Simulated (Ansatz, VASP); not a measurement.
Two plane-wave programs on NiO

POSCAR

```
NiO
1.0
    0.0000000000      2.0942116207      2.0942116207
    2.0942116207      0.0000000000      2.0942116207
    2.0942116207      2.0942116207      0.0000000000
Ni O
1 1
Direct
    0.0000000000      0.0000000000      0.0000000000
    0.5000000000      0.5000000000      0.5000000000
```

Contents of INCAR.step1:

```
PREC     = Accurate       # precision mode
ENCUT    = 660            # plane-wave cutoff, eV
ISMEAR   = 0              # smearing method
SIGMA    = 0.02           # smearing width, eV
LREAL    = F              # projectors in reciprocal space
LASPH    = T              # aspherical terms in the spheres
NELM     = 200            # most SCF steps
ISPIN    = 2              # spin polarisation
MAGMOM   = 1.84 0.31      # initial moments
LMAXMIX  = 4              # l up to which the mixer works
NBANDS   = 23             # bands
GGA      = PE             # functional
ALGO     = Normal         # electronic algorithm
EDIFF    = 1E-5           # SCF threshold, eV
LWAVE    = T              # write WAVECAR
LCHARG   = F              # write CHGCAR
GGA_COMPAT= F
```

The input INCAR.step2:

```
PREC     = Accurate       # precision mode
ENCUT    = 660            # plane-wave cutoff, eV
EDIFF    = 1E-6           # SCF threshold, eV
ISMEAR   = 0              # smearing method
SIGMA    = 0.02           # smearing width, eV
LREAL    = F              # projectors in reciprocal space
LASPH    = T              # aspherical terms in the spheres
NELM     = 200            # most SCF steps
ALGO     = Normal         # electronic algorithm
ISIF     = 2              # what is computed and relaxed
LWAVE    = F              # write WAVECAR
LCHARG   = F              # write CHGCAR
ISPIN    = 2              # spin polarisation
MAGMOM   = 1.84 0.31      # initial moments
LORBIT   = 11             # projections on sites
LMAXMIX  = 4              # l up to which the mixer works
METAGGA  = R2SCAN         # meta-GGA
LMIXTAU  = T            
NBANDS   = 23             # bands
ISTART   = 1            
GGA_COMPAT= F
```

Contents of KPOINTS:

```
regular mesh
0
Gamma
  12 12 12
```

Input for Ansatz:

```yaml
crystal:
  lattice:
    - [0.0, 2.0942116207, 2.0942116207]
    - [2.0942116207, 0.0, 2.0942116207]
    - [2.0942116207, 2.0942116207, 0.0]
  atoms:
    - { symbol: Ni, position: [0.0, 0.0, 0.0], spin: 1.84 }
    - { symbol: O, position: [0.5, 0.5, 0.5], spin: 0.31 }
basis:
  ecutwfc: 500
kpoints:
  mp_grid: { grid: [12, 12, 12] }
  band_path:
    path:
      - [[0.0, 0.0, 0.0], [0.5, 0.0, 0.5], [0.625, 0.25, 0.625]]
      - [[0.375, 0.375, 0.75], [0.0, 0.0, 0.0], [0.5, 0.5, 0.5], [0.5, 0.25, 0.75], [0.5, 0.0, 0.5]]
    npoints: 14
hamiltonian:
  xc: r2scan
scf:
  occupations: { method: gaussian, width: 0.02 }
  n_extra_bands: 6
output:
  forces: true
  stress: true
  eigenvalues: true
  populations: true
  dos: { projected: true, de: 0.02, nscf_kmesh: { grid: [18, 18, 18] } }
  bader: true
  write_density: true
  write_potential: true
  elf: true
  volumetric_format: npy
magnetization:
  spin_polarized: true
checkpoint:
  read: start.run
  write: ck
  compress: false
  write_wavefunctions: false
  write_every: 100000
```

Alike in both runs: task single point; functional r2SCAN; k mesh 12 × 12 × 12; occupations gaussian, width 0.02 eV; collinear spin.

|  | VASP | Ansatz |
| --- | --- | --- |
| version | VASP 6.6.1 | Ansatz 0.2.0 |
| potentials or method | VASP PAW PBE potentials, release 64 (Ni_sv_GW, O), cutoff 660 eV | scalar-relativistic, plane waves, PAW |
| valence electrons in the cell | 24 | 24 |

```tsv
	VASP	Ansatz	Ansatz less VASP
gap on the k mesh at the Fermi level (eV)	0.85	0.82	-0.027
least direct gap on the mesh (eV)	1.86	1.83	-0.036
pressure (GPa)	-1.8	0.0	+1.80
net moment per atom (μB)	1.00	1.00	0.000
size of the moment on the site where the two differ most (μB)	1.70	1.67	-0.034
```

VASP's potentials were made for PBE, not for r2SCAN. Site moments also hang on the region over which each program counts them. The functional is the same, so the differences come from potentials, cutoffs and numerics. Ansatz's warnings: stability check not made.
